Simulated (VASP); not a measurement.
# Pd (P6/mmm) in VASP: a series of runs

The runs below take Pd through single point, relaxation of cell and atoms, with LDA.

All numbers are computed with VASP 6.6.1; they aren't measurements. Logs are shortened: lines on timing, memory, paths and dates and some standing lists are left out, and cuts for length are marked.

## Step 1: The cell of the first run

Symmetry: P6/mmm, No. 191, hexagonal system. Conventional cell: a = 4.442 Å, b = 4.442 Å, c = 2.642 Å, α = 90.00°, β = 90.00°, γ = 120.00°. Pd (site symmetry 6/mmm) has 14 Pd at 2.64 to 2.88 Å within 3.5 Å. Pd (site symmetry -6m2) has 11 Pd at 2.56 to 2.88 Å within 3.4 Å.

This isn't the form of Pd at room conditions, which is fcc.

## Step 2: Single point, LDA (15.05 Å³/atom)

Contents of INCAR:

```
ALGO = Normal
EDIFF = 1E-7
ENCUT = 520
ISIF = 2
ISMEAR = -1
LASPH = T
LCHARG = T
LELF = T
LREAL = F
LVHAR = T
LWAVE = F
NBANDS = 22
NELM = 100
PREC = Accurate
SIGMA = 0.1
```

Contents of KPOINTS:

```
k-points
0
Gamma
  9 9 14
```

Contents of POSCAR:

```
Pd
1.0
    4.4418649968      0.0000000000      0.0000000000
   -2.2209324984      3.8467679274      0.0000000000
    0.0000000000      0.0000000000      2.6422903848
Pd
3
Direct
    0.0000000000      0.0000000000      0.0000000000
    0.3333333333      0.6666666667      0.5000000000
    0.6666666667      0.3333333333      0.5000000000
```

Potentials or basis: VASP PAW LDA potentials, release 64 (Pd).

Started as:

```
$ cat potpaw_LDA.64/Pd/POTCAR > POTCAR
$ mpirun -np 1 vasp_std > vasp.out
```

OUTCAR:

```text
EDIFF = 1E-7
   ENCUT = 520
   ISIF = 2
   ISMEAR = -1
   LASPH = T
   LREAL = F
   NELM = 100
   PREC = Accurate

 ion  position               nearest neighbor table
   1  0.000  0.000  0.000-   2 2.88   3 2.88   2 2.88   3 2.88   2 2.88   2 2.88   3 2.88   3 2.88
                             3 2.88   3 2.88   2 2.88   2 2.88
   2  0.333  0.667  0.500-   3 2.56   3 2.56   3 2.56   1 2.88   1 2.88   1 2.88   1 2.88   1 2.88
                             1 2.88
   3  0.667  0.333  0.500-   2 2.56   2 2.56   2 2.56   1 2.88   1 2.88   1 2.88   1 2.88   1 2.88
                             1 2.88

  LATTYP: Found a hexagonal cell.
 ALAT       =     4.4418649968
 C/A-ratio  =     0.5948605792

  Lattice vectors:

 A1 = (   4.4418649968,   0.0000000000,   0.0000000000)
 A2 = (  -2.2209324984,   3.8467679274,   0.0000000000)
 A3 = (   0.0000000000,   0.0000000000,   2.6422903848)

Analysis of symmetry for initial positions (statically):
=====================================================================
 Subroutine PRICEL returns:
 Original cell was already a primitive cell.

 Routine SETGRP: Setting up the symmetry group for a
 hexagonal supercell.

 Subroutine GETGRP returns: Found 24 space group operations
 (whereof 24 operations were pure point group operations)
 out of a pool of 24 trial point group operations.

The static configuration has the point symmetry D_6h.

Analysis of symmetry for dynamics (positions and initial velocities):
=====================================================================
 Subroutine PRICEL returns:
 Original cell was already a primitive cell.

 Routine SETGRP: Setting up the symmetry group for a
 hexagonal supercell.

 Subroutine GETGRP returns: Found 24 space group operations
 (whereof 24 operations were pure point group operations)
 out of a pool of 24 trial point group operations.

The dynamic configuration has the point symmetry D_6h.

 Subroutine INISYM returns: Found 24 space group operations
 (whereof 24 operations are pure point group operations),
 and found     1 'primitive' translations

----------------------------------------------------------------------------------------

                                     Primitive cell

  volume of cell :      45.1484

  direct lattice vectors                    reciprocal lattice vectors
     4.441864997  0.000000000  0.000000000     0.225130660  0.129979247  0.000000000
    -2.220932498  3.846767927  0.000000000     0.000000000  0.259958495  0.000000000
     0.000000000  0.000000000  2.642290385     0.000000000  0.000000000  0.378459539

  length of vectors
     4.441864997  4.441864997  2.642290385     0.259958495  0.259958495  0.378459539

  position of ions in fractional coordinates (direct lattice)
     0.000000000  0.000000000  0.000000000
     0.333333333  0.666666667  0.500000000
     0.666666667  0.333333333  0.500000000

  ion indices of the primitive-cell ions
   primitive index   ion index
                 1           1
                 2           2
                 3           3

----------------------------------------------------------------------------------------

 KPOINTS: k-points

Automatic generation of k-mesh.
 Grid dimensions read from file:
 generate k-points for:    9    9   14

 Generating k-lattice:

  Cartesian coordinates                     Fractional coordinates (reciprocal lattice)
     0.025014518  0.014442139  0.000000000     0.111111111  0.000000000  0.000000000
     0.000000000  0.028884277  0.000000000     0.000000000  0.111111111  0.000000000
     0.000000000  0.000000000  0.027032824     0.000000000  0.000000000  0.071428571

  Length of vectors
     0.028884277  0.028884277  0.027032824

  Shift w.r.t. Gamma in fractional coordinates (k-lattice)
     0.000000000  0.000000000  0.000000000

 Subroutine IBZKPT returns following result:
 ===========================================

 Found     96 irreducible k-points:

 Following reciprocal coordinates:
            Coordinates               Weight
  0.000000  0.000000  0.000000      1.000000
  0.111111 -0.000000  0.000000      6.000000
  0.222222  0.000000  0.000000      6.000000
  0.333333  0.000000  0.000000      6.000000
  0.444444  0.000000  0.000000      6.000000
  0.111111  0.111111  0.000000      6.000000
[... 16 lines left out ...]
  0.333333  0.222222  0.071429     24.000000
  0.333333  0.333333  0.071429      4.000000
 [... further k-points ...]
   k-points           NKPTS =     96   k-points in BZ     NKDIM =     96   number of bands    NBANDS=     22
   number of dos      NEDOS =    301   number of ions     NIONS =      3
   total plane-waves  NPLWV =  25920
   dimension x,y,z NGX =    36 NGY =   36 NGZ =   20
   dimension x,y,z NGXF=    72 NGYF=   72 NGZF=   40
   ions per type =               3
   NGX,Y,Z   is equivalent  to a cutoff of  13.47, 13.47, 12.58 a.u.
   NGXF,Y,Z  is equivalent  to a cutoff of  26.95, 26.95, 25.17 a.u.
 SYSTEM =  unknown system
   PREC   = accura    normal or accurate (medium, high low for compatibility)
   ISTART =      0    job   : 0-new  1-cont  2-samecut
   ICHARG =      2    charge: 1-file 2-atom 10-const
   ISPIN  =      1    spin polarized calculation?
   LNONCOLLINEAR =      F non collinear calculations
   LSORBIT =      F    spin-orbit coupling
   LASPH  =      T    aspherical Exc in radial PAW
   ENCUT  =  520.0 eV  38.22 Ry    6.18 a.u.   8.26  8.26  4.91*2*pi/ulx,y,z
   NELM   =    100;   NELMIN=  2; NELMDL= -5     # of ELM steps
   EDIFF  = 0.1E-06   stopping-criterion for ELM
   LREAL  =      F    real-space projection
   EDIFFG = 0.1E-05   stopping-criterion for IOM
   NSW    =      0    number of steps for IOM
   IBRION =     -1    ionic relax: 0-MD 1-quasi-New 2-CG
   NFREE  =      0    steps in history (QN), initial steepest desc. (CG)
   ISIF   =      2    stress and relaxation
   ISYM   =      2    0-nonsym 1-usesym 2-fastsym
   POTIM  = 0.5000    time-step for ionic-motion
   TEBEG  =    0.0;   TEEND  =   0.0 temperature during run
   PSTRESS=    0.0 pullay stress
   NELECT =      30.0000    total number of electrons
   NUPDOWN=      -1.0000    fix difference up-down
   EMIN   =  10.00;   EMAX   =-10.00  energy-range for DOS
   EFERMI =   0.00;   METHOD = LEGACY
   ISMEAR =    -1;   SIGMA  =   0.10  broadening in eV -4-tet -1-fermi 0-gaus
   EFERMI_NEDOS =   21; number of points for ismear=-14 and -15
   IALGO  =     38    algorithm
   IMIX   =      4    mixing-type and parameters
     AMIX     =   0.40;   BMIX     =  1.00
     AMIX_MAG =   1.60;   BMIX_MAG =  1.00
  volume/ion in A,a.u.               =      15.05       101.56
  Fermi-wavevector in a.u.,A,eV,Ry     =   1.428569  2.699604 27.766906  2.040810
  Thomas-Fermi vector in A             =   2.548617
   LORBIT       =      0    0 simple, 1 ext, 2 COOP (PROOUT), +10 PAW based schemes
   GGA     = CA    functional components
   LHFCALC =     F    Hartree Fock is set to
   AEXX    =    0.0000 exact exchange contribution
   IVDW    =     0    specifies the selected vdW correction
   LEPSILON=     F    determine dielectric tensor
   LRPA    =     F    only Hartree local field effects (RPA)
 non-spin polarized calculation
  energy-cutoff  :      520.00
  volume of cell :       45.15
 maximum number of plane-waves:      1236
 NGX is ok and might be reduce to    36
   NGX = 17   NGY = 17   NGZ =  9

 number of electron      29.9999996 magnetization

 Free energy of the ion-electron system (eV)
  ---------------------------------------------------
  ext. energy  EPLUGINS =         0.00000000
  ---------------------------------------------------
  free energy    TOTEN  =       -19.14735070 eV

  energy without entropy =      -18.96953160  energy(sigma->0) =      -19.05844115

 E-fermi :   9.2815     XC(G=0): -13.3824

 val. band max:        9.2804222433   @ k =   0.3333   0.2222   0.5000
 cond. band min:       9.2815119119   @ k =   0.2222   0.0000   0.3571
 fundamental gap:      0.0010896687
 Fermi energy:         9.2814970853

 k-point     1 :       0.0000    0.0000    0.0000
  band No.  band energies     occupation
      1       2.1823      2.00000
      2       4.1330      2.00000
      3       5.6411      2.00000
      4       6.0409      2.00000
      5       6.0409      2.00000
      6       6.0424      2.00000
[... 14 lines left out ...]
     21      17.3119      0.00000
     22      17.6299      0.00000

 k-point     2 :       0.1111   -0.0000    0.0000
  band No.  band energies     occupation
      1       2.3355      2.00000
      2       4.1807      2.00000
      3       5.4277      2.00000
      4       5.6135      2.00000
      5       5.6904      2.00000
      6       6.0121      2.00000
[... 14 lines left out ...]
     21      18.4341      0.00000
     22      19.2042      0.00000

 k-point     3 :       0.2222    0.0000    0.0000
  band No.  band energies     occupation
      1       2.7737      2.00000
      2       4.2936      2.00000
      3       4.8898      2.00000
      4       5.4090      2.00000
      5       5.4828      2.00000
      6       5.9100      2.00000
[... 14 lines left out ...]
     21      20.1987      0.00000
     22      21.4236      0.00000

 k-point     4 :       0.3333    0.0000    0.0000
  band No.  band energies     occupation
      1       3.4183      2.00000
      2       4.2342      2.00000
      3       4.7021      2.00000
      4       5.1911      2.00000
      5       5.4139      2.00000
      6       5.7228      2.00000
[... 14 lines left out ...]
     21      21.9573      0.00000
     22      23.3791      0.00000

 k-point     5 :       0.4444    0.0000    0.0000
  band No.  band energies     occupation
      1       3.9401      2.00000
      2       4.2142      2.00000
      3       4.6758      2.00000
      4       5.1309      2.00000
      5       5.4231      2.00000
      6       5.4452      2.00000
[... 417 lines left out ...]
 k-point    22 :       0.2222    0.2222    0.0714
  band No.  band energies     occupation
      1       3.7747      2.00000
      2       4.3334      2.00000
      3       4.6921      2.00000
      4       4.9731      2.00000
      5       5.4844      2.00000
      6       5.9207      2.00000
[... 14 lines left out ...]
     21      24.1589      0.00000
     22      24.2252      0.00000

 k-point    23 :       0.3333    0.2222    0.0714
  band No.  band energies     occupation
      1       3.9533      2.00000
      2       4.4077      2.00000
      3       4.5666      2.00000
      4       5.2026      2.00000
      5       5.3768      2.00000
      6       5.7913      2.00000
[... 14 lines left out ...]
     21      23.2654      0.00000
     22      25.4802      0.00000

 k-point    24 :       0.3333    0.3333    0.0714
  band No.  band energies     occupation
      1       3.9089      2.00000
      2       4.4983      2.00000
      3       4.4983      2.00000
      4       5.3157      2.00000
      5       5.3157      2.00000
      6       5.7579      2.00000
[... 14 lines left out ...]
     21      21.2498      0.00000
     22      26.0929      0.00000

 [... further k-points ...]

------------------------ aborting loop because EDIFF is reached ----------------------------------------

  FORCE on cell =-STRESS in cart. coord.  units (eV):
  Direction    XX          YY          ZZ          XY          YZ          ZX
  --------------------------------------------------------------------------------------
  -------------------------------------------------------------------------------------
  Total       -2.1184289     -2.1184289     -1.9640810      0.0000000     -0.0000000     -0.0000000
  in kB      -75.1765853    -75.1765853    -69.6992482      0.0000000     -0.0000000     -0.0000000
  external PRESSURE =     -73.3508063 kB  Pullay stress =       0.0000000 kB

 VOLUME and BASIS-vectors are now :
 -----------------------------------------------------------------------------
  energy-cutoff  :      520.00
  volume of cell :       45.15
      direct lattice vectors                 reciprocal lattice vectors
     4.441864997  0.000000000  0.000000000     0.225130660  0.129979247  0.000000000
    -2.220932498  3.846767927  0.000000000     0.000000000  0.259958495  0.000000000
     0.000000000  0.000000000  2.642290385     0.000000000  0.000000000  0.378459539

 POSITION                                       TOTAL-FORCE (eV/Angst)
 -----------------------------------------------------------------------------------
      0.00000      0.00000      0.00000        -0.000000      0.000000      0.000000
     -0.00000      2.56451      1.32115        -0.000000      0.000000     -0.000000
      2.22093      1.28226      1.32115         0.000000      0.000000      0.000000
 -----------------------------------------------------------------------------------
    total drift:                                0.000000      0.000000     -0.000000

  FREE ENERGIE OF THE ION-ELECTRON SYSTEM (eV)
  ---------------------------------------------------
  free  energy   TOTEN  =       -19.1473507049 eV

  energy  without entropy=      -18.9695316047  energy(sigma->0) =      -19.05844115
```

Wall time 2 min (1 thread of Intel Xeon 8259CL, shared host); peak memory 0.2 GiB.

What came out:

| Item | Value |
| --- | --- |
| Free energy | -19.1474 eV |
| Pressure | -7.3 GPa |
| Band gap on the k mesh | zero (bands 15 and 16 overlap by 0.96 eV) |

Levels at points of the mesh, in eV from the Fermi level:
```
           k point  band 12  band 13  band 14  band 15  band 16  band 17  band 18  band 19
(0.00, 0.00, 0.00)    -1.57    -1.46    -1.46     0.14     0.14     7.42     7.42     7.44
(0.00, 0.00, 0.50)    -0.50    -0.21    -0.21     0.73     2.39     3.19     9.28     9.99
```

Caveat: the cell stands under tension.

## Step 3: Single point, LDA (15.63 Å³/atom)

This run uses another cell than the first one, of 15.63 Å³/atom.

Contents of INCAR:

```
SYSTEM = Pd
PREC = Accurate
ENCUT = 520
EDIFF = 1E-6
ISMEAR = -1
SIGMA = 0.1
LREAL = .False.
LASPH = .True.
NELM = 60
ALGO = Normal
ISIF = 2
LWAVE = .False.
LCHARG = .False.
NBANDS = 22
```

Contents of KPOINTS:

```
regular mesh
0
Gamma
  9 9 14
  0 0 0
```

Contents of POSCAR:

```
Pd
1.0
    4.4980971055      0.0000000000      0.0000000000
   -2.2490485528      3.8954663621      0.0000000000
    0.0000000000      0.0000000000      2.6757406495
Pd
3
Direct
    0.0000000000      0.0000000000      0.0000000000
    0.3333333333      0.6666666667      0.5000000000
    0.6666666667      0.3333333333      0.5000000000
```

Potentials or basis: VASP PAW LDA potentials, release 64 (Pd).

Started as:

```
$ cat potpaw_LDA.64/Pd/POTCAR > POTCAR
$ mpirun -np 1 vasp_std > vasp.out
```

Run time: 100 s. Hardware: 1 thread of Intel Xeon 8259CL, shared host; peak memory 0.2 GiB.

It converged, with:

* Free energy: -19.0357 eV
* Pressure: -13.2 GPa
* Band gap on the k mesh: zero (bands 15 and 16 overlap by 0.90 eV)

Stress tensor (GPa, compression positive):
```
-13.38   0.00   0.00
  0.00 -13.38   0.00
  0.00   0.00 -12.90
```

Levels at points of the mesh, in eV from the Fermi level:
```csv
k point,band 13,band 14,band 15,band 16,band 17,band 18
"(0.00, 0.00, 0.00)",-1.37,-1.37,0.12,0.12,7.23,7.23
"(0.00, 0.00, 0.50)",-0.20,-0.20,0.67,2.31,3.07,9.10
```

Caveat: the cell stands under tension.

## Step 4: Single point, LDA (16.21 Å³/atom)

This run uses another cell than the first one, of 16.21 Å³/atom.

Contents of INCAR:

```
SYSTEM = Pd
PREC     = Accurate       ! precision mode
ENCUT    = 520            ! plane-wave cutoff, eV
EDIFF    = 1E-6           ! SCF threshold, eV
ISMEAR   = -1             ! smearing method
SIGMA    = 0.1            ! smearing width, eV
LREAL    = .FALSE.        ! projectors in reciprocal space
LASPH    = .TRUE.         ! aspherical terms in the spheres
NELM     = 80             ! most SCF steps
ALGO     = Normal         ! electronic algorithm
ISIF     = 2              ! what is computed and relaxed
LWAVE    = .FALSE.        ! write WAVECAR
LCHARG   = .FALSE.        ! write CHGCAR
GGA      = CA             ! functional
NBANDS   = 22             ! bands
```

Contents of KPOINTS:

```
regular mesh
0
G
  9 9 14
  0 0 0
```

Contents of POSCAR:

```
Pd
1.0
    4.5529573550      0.0000000000      0.0000000000
   -2.2764786775      3.9429767318      0.0000000000
    0.0000000000      0.0000000000      2.7083748493
Pd
3
Direct
    0.0000000000      0.0000000000      0.0000000000
    0.3333333333      0.6666666667      0.5000000000
    0.6666666667      0.3333333333      0.5000000000
```

Started as:

```
$ cat potpaw_LDA.64/Pd/POTCAR > POTCAR
$ mpirun -np 1 vasp_std > vasp.out
```

Run time: 1.8 min. Hardware: 1 thread of Intel Xeon 8259CL, shared host; peak memory 0.2 GiB.

The run converged. Its results:

- Free energy: -18.8683 eV
- Pressure: -17.7 GPa
- Band gap on the k mesh: zero (bands 15 and 16 overlap by 0.84 eV)

Stress tensor (GPa, compression positive):
```
-17.81   0.00   0.00
  0.00 -17.81   0.00
  0.00   0.00 -17.38
```

Levels at points of the mesh, in eV from the Fermi level:
| k point | band 12 | band 13 | band 14 | band 15 | band 16 | band 17 | band 18 | band 19 |
| --- | --- | --- | --- | --- | --- | --- | --- | --- |
| (0.00, 0.00, 0.00) | -1.40 | -1.29 | -1.29 | 0.11 | 0.11 | 7.05 | 7.05 | 7.08 |
| (0.00, 0.00, 0.50) | -0.45 | -0.20 | -0.20 | 0.62 | 2.23 | 2.96 | 8.94 | 9.62 |

Caveat: the cell stands under tension.

(Part 1 of 2 ends here.)
